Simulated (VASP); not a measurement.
# HgTe (F-43m) in VASP: notebook, part 2 of 2

VASP 6.6.1.

## Step 4: Single point, PBE

This run uses another cell than the first one, of 33.50 Å³/atom, 0.911 times its volume.

INCAR

```
SYSTEM = HgTe
  PREC = Accurate
  ENCUT = 500
  EDIFF = 1E-6
  ISMEAR = 0
  SIGMA = 0.1
  LREAL = .FALSE.
  LASPH = .TRUE.
  NELM = 120
  ALGO = Normal
  ISIF = 2
  LWAVE = .FALSE.
  LCHARG = .FALSE.
  GGA = PE
  NBANDS = 16
  GGA_COMPAT = .FALSE.
```

KPOINTS

```
regular mesh
0
G
  6 6 6
  0 0 0
```

POSCAR

```
HgTe
1.0
    0.0000000000      3.2234988908      3.2234988908
    3.2234988908      0.0000000000      3.2234988908
    3.2234988908      3.2234988908      0.0000000000
Hg Te
1 1
Direct
    0.0000000000      0.0000000000      0.0000000000
    0.2500000000      0.2500000000      0.2500000000
```

Potentials or basis: VASP PAW PBE potentials, release 64 (Hg, Te).

On the command line:

```console
> cat potpaw_PBE.64/Hg/POTCAR potpaw_PBE.64/Te/POTCAR > POTCAR
> mpirun -np 1 vasp_std > vasp.out
```

OUTCAR:

```text
SYSTEM = HgTe
   PREC = Accurate
   ENCUT = 500
   EDIFF = 1E-6
   ISMEAR = 0
   LREAL = .FALSE.
   LASPH = .TRUE.
   NELM = 120
   ISIF = 2
   GGA = PE

 ion  position               nearest neighbor table
   1  0.000  0.000  0.000-   2 2.79   2 2.79   2 2.79   2 2.79
   2  0.250  0.250  0.250-   1 2.79   1 2.79   1 2.79   1 2.79

  LATTYP: Found a face centered cubic cell.
 ALAT       =     6.4469977816

  Lattice vectors:

 A1 = (   0.0000000000,   3.2234988908,   3.2234988908)
 A2 = (   3.2234988908,   0.0000000000,   3.2234988908)
 A3 = (   3.2234988908,   3.2234988908,   0.0000000000)

Analysis of symmetry for initial positions (statically):
=====================================================================
 Subroutine PRICEL returns:
 Original cell was already a primitive cell.

 Routine SETGRP: Setting up the symmetry group for a
 face centered cubic supercell.

 Subroutine GETGRP returns: Found 24 space group operations
 (whereof 24 operations were pure point group operations)
 out of a pool of 48 trial point group operations.

The static configuration has the point symmetry T_d .

Analysis of symmetry for dynamics (positions and initial velocities):
=====================================================================
 Subroutine PRICEL returns:
 Original cell was already a primitive cell.

 Routine SETGRP: Setting up the symmetry group for a
 face centered cubic supercell.

 Subroutine GETGRP returns: Found 24 space group operations
 (whereof 24 operations were pure point group operations)
 out of a pool of 48 trial point group operations.

The dynamic configuration has the point symmetry T_d .

 Subroutine INISYM returns: Found 24 space group operations
 (whereof 24 operations are pure point group operations),
 and found     1 'primitive' translations

----------------------------------------------------------------------------------------

                                     Primitive cell

  volume of cell :      66.9904

  direct lattice vectors                    reciprocal lattice vectors
     0.000000000  3.223498891  3.223498891    -0.155110958  0.155110958  0.155110958
     3.223498891  0.000000000  3.223498891     0.155110958 -0.155110958  0.155110958
     3.223498891  3.223498891  0.000000000     0.155110958  0.155110958 -0.155110958

  length of vectors
     4.558715850  4.558715850  4.558715850     0.268660059  0.268660059  0.268660059

  position of ions in fractional coordinates (direct lattice)
     0.000000000  0.000000000  0.000000000
     0.250000000  0.250000000  0.250000000

  ion indices of the primitive-cell ions
   primitive index   ion index
                 1           1
                 2           2

----------------------------------------------------------------------------------------

 KPOINTS: regular mesh

Automatic generation of k-mesh.
 Grid dimensions read from file:
 generate k-points for:    6    6    6

 Generating k-lattice:

  Cartesian coordinates                     Fractional coordinates (reciprocal lattice)
    -0.025851826  0.025851826  0.025851826     0.166666667  0.000000000  0.000000000
     0.025851826 -0.025851826  0.025851826     0.000000000  0.166666667  0.000000000
     0.025851826  0.025851826 -0.025851826     0.000000000  0.000000000  0.166666667

  Length of vectors
     0.044776677  0.044776677  0.044776677

  Shift w.r.t. Gamma in fractional coordinates (k-lattice)
     0.000000000  0.000000000  0.000000000

 Subroutine IBZKPT returns following result:
 ===========================================

 Found     16 irreducible k-points:

 Following reciprocal coordinates:
            Coordinates               Weight
  0.000000  0.000000  0.000000      1.000000
  0.166667  0.000000  0.000000      8.000000
  0.333333  0.000000  0.000000      8.000000
  0.500000  0.000000  0.000000      4.000000
  0.166667  0.166667  0.000000      6.000000
  0.333333  0.166667  0.000000     24.000000
[... 8 lines left out ...]
 -0.333333  0.333333  0.166667     24.000000
 -0.333333  0.500000  0.166667     12.000000
   k-points           NKPTS =     16   k-points in BZ     NKDIM =     16   number of bands    NBANDS=     16
   number of dos      NEDOS =    301   number of ions     NIONS =      2
   total plane-waves  NPLWV =  46656
   dimension x,y,z NGX =    36 NGY =   36 NGZ =   36
   dimension x,y,z NGXF=    72 NGYF=   72 NGZF=   72
   ions per type =               1   1
   NGX,Y,Z   is equivalent  to a cutoff of  13.13, 13.13, 13.13 a.u.
   NGXF,Y,Z  is equivalent  to a cutoff of  26.26, 26.26, 26.26 a.u.
 SYSTEM =  HgTe
   PREC   = accura    normal or accurate (medium, high low for compatibility)
   ISTART =      0    job   : 0-new  1-cont  2-samecut
   ICHARG =      2    charge: 1-file 2-atom 10-const
   ISPIN  =      1    spin polarized calculation?
   LNONCOLLINEAR =      F non collinear calculations
   LSORBIT =      F    spin-orbit coupling
   LASPH  =      T    aspherical Exc in radial PAW
   ENCUT  =  500.0 eV  36.75 Ry    6.06 a.u.   8.31  8.31  8.31*2*pi/ulx,y,z
   NELM   =    120;   NELMIN=  2; NELMDL= -5     # of ELM steps
   EDIFF  = 0.1E-05   stopping-criterion for ELM
   LREAL  =      F    real-space projection
   EDIFFG = 0.1E-04   stopping-criterion for IOM
   NSW    =      0    number of steps for IOM
   IBRION =     -1    ionic relax: 0-MD 1-quasi-New 2-CG
   NFREE  =      0    steps in history (QN), initial steepest desc. (CG)
   ISIF   =      2    stress and relaxation
   ISYM   =      2    0-nonsym 1-usesym 2-fastsym
   POTIM  = 0.5000    time-step for ionic-motion
   TEBEG  =    0.0;   TEEND  =   0.0 temperature during run
   PSTRESS=    0.0 pullay stress
   NELECT =      18.0000    total number of electrons
   NUPDOWN=      -1.0000    fix difference up-down
   EMIN   =  10.00;   EMAX   =-10.00  energy-range for DOS
   EFERMI =   0.00;   METHOD = LEGACY
   ISMEAR =     0;   SIGMA  =   0.10  broadening in eV -4-tet -1-fermi 0-gaus
   EFERMI_NEDOS =   21; number of points for ismear=-14 and -15
   IALGO  =     38    algorithm
   IMIX   =      4    mixing-type and parameters
     AMIX     =   0.40;   BMIX     =  1.00
     AMIX_MAG =   1.60;   BMIX_MAG =  1.00
  volume/ion in A,a.u.               =      33.50       226.04
  Fermi-wavevector in a.u.,A,eV,Ry     =   1.056399  1.996305 15.183825  1.115980
  Thomas-Fermi vector in A             =   2.191634
   LORBIT       =      0    0 simple, 1 ext, 2 COOP (PROOUT), +10 PAW based schemes
   GGA     = PE    functional components
   LHFCALC =     F    Hartree Fock is set to
   AEXX    =    0.0000 exact exchange contribution
   IVDW    =     0    specifies the selected vdW correction
   LEPSILON=     F    determine dielectric tensor
   LRPA    =     F    only Hartree local field effects (RPA)
 non-spin polarized calculation
 Gauss-broadening in eV      SIGMA  =   0.10
  energy-cutoff  :      500.00
  volume of cell :       66.99
 maximum number of plane-waves:      1724
 NGX is ok and might be reduce to    36
   NGX = 17   NGY = 17   NGZ = 17

 number of electron      18.0000001 magnetization

 Free energy of the ion-electron system (eV)
  ---------------------------------------------------
  ext. energy  EPLUGINS =         0.00000000
  ---------------------------------------------------
  free energy    TOTEN  =        -3.55987425 eV

  energy without entropy =       -3.55915998  energy(sigma->0) =       -3.55951712

 E-fermi :   3.2174     XC(G=0):  -8.7772

 val. band max:        3.1869029487   @ k =   0.0000   0.0000   0.0000
 cond. band min:       3.8910689390   @ k =   0.5000   0.0000   0.0000
 fundamental gap:      0.7041659903
 Fermi energy:         3.2173620487

 k-point     1 :       0.0000    0.0000    0.0000
  band No.  band energies     occupation
      1      -8.8568      2.00000
      2      -4.2183      2.00000
      3      -4.2183      2.00000
      4      -4.2183      2.00000
      5      -3.6795      2.00000
      6      -3.6795      2.00000
[... 8 lines left out ...]
     15      12.7482      0.00000
     16      12.7482      0.00000
[... 267 lines left out ...]
 k-point    16 :      -0.3333    0.5000    0.1667
  band No.  band energies     occupation
      1      -8.0721      2.00000
      2      -4.0026      2.00000
      3      -3.9278      2.00000
      4      -3.8026      2.00000
      5      -3.6624      2.00000
      6      -3.0868      2.00000
[... 8 lines left out ...]
     15      14.0780      0.00000
     16      14.3667      0.00000

------------------------ aborting loop because EDIFF is reached ----------------------------------------

  FORCE on cell =-STRESS in cart. coord.  units (eV):
  Direction    XX          YY          ZZ          XY          YZ          ZX
  --------------------------------------------------------------------------------------
  -------------------------------------------------------------------------------------
  Total        1.7619831      1.7619831      1.7619831     -0.0000000     -0.0000000      0.0000000
  in kB       42.1405062     42.1405062     42.1405062     -0.0000000     -0.0000000      0.0000000
  external PRESSURE =      42.1405062 kB  Pullay stress =       0.0000000 kB

 VOLUME and BASIS-vectors are now :
 -----------------------------------------------------------------------------
  energy-cutoff  :      500.00
  volume of cell :       66.99
      direct lattice vectors                 reciprocal lattice vectors
     0.000000000  3.223498891  3.223498891    -0.155110958  0.155110958  0.155110958
     3.223498891  0.000000000  3.223498891     0.155110958 -0.155110958  0.155110958
     3.223498891  3.223498891  0.000000000     0.155110958  0.155110958 -0.155110958

 POSITION                                       TOTAL-FORCE (eV/Angst)
 -----------------------------------------------------------------------------------
      0.00000      0.00000      0.00000        -0.000000     -0.000000     -0.000000
      1.61175      1.61175      1.61175         0.000000      0.000000      0.000000
 -----------------------------------------------------------------------------------
    total drift:                               -0.000000     -0.000000     -0.000000

  FREE ENERGIE OF THE ION-ELECTRON SYSTEM (eV)
  ---------------------------------------------------
  free  energy   TOTEN  =        -3.5598742530 eV

  energy  without entropy=       -3.5591599823  energy(sigma->0) =       -3.55951712
```

stdout:

```text
POSCAR found type information on POSCAR HgTe
 POSCAR found :  2 types and       2 ions
 scaLAPACK will be used
 LDA part: xc-table for (Slater+PW92), standard interpolation
 POSCAR, INCAR and KPOINTS ok, starting setup
 FFT: planning ... GRIDC
 FFT: planning ... GRID_SOFT
 FFT: planning ... GRID
 WAVECAR not read
 entering main loop
```

Run time: 11 s. Hardware: 1 thread of Intel Xeon Platinum 8559C (Emerald Rapids), shared host; peak memory 0.2 GiB.

What came out:

| Property | Result |
| --- | --- |
| Free energy | -3.5599 eV |
| Pressure | 4.2 GPa |
| Band gap on the k mesh | zero (filled and empty bands touch) |

Caveat: spin-orbit coupling is left out, which moves the levels of the heavy elements.

## Step 5: Summary

```tsv
cell	k mesh	cutoff (eV)	gap on the mesh (eV)	pressure (GPa)
a = 4.702 Å, angles 120.0, 60.0, 120.0°, 2 atoms	9 × 9 × 9	520	none	0.1
a = 4.702 Å, angles 60.0°, 2 atoms	12 × 12 × 12	520	none	0.1
a = 4.559 Å, angles 60.0°, 2 atoms	6 × 6 × 6	500	none	4.2
```

Alike in all rows: task single point; level PBE; potentials or basis VASP PAW PBE potentials, release 64 (Hg, Te); no spin polarisation; smearing gaussian 0.1 eV.

Caveats: spin-orbit coupling is left out, which moves the levels of the heavy elements.

Total energies depend on the potentials used, so only differences within one code and one set of settings carry meaning.
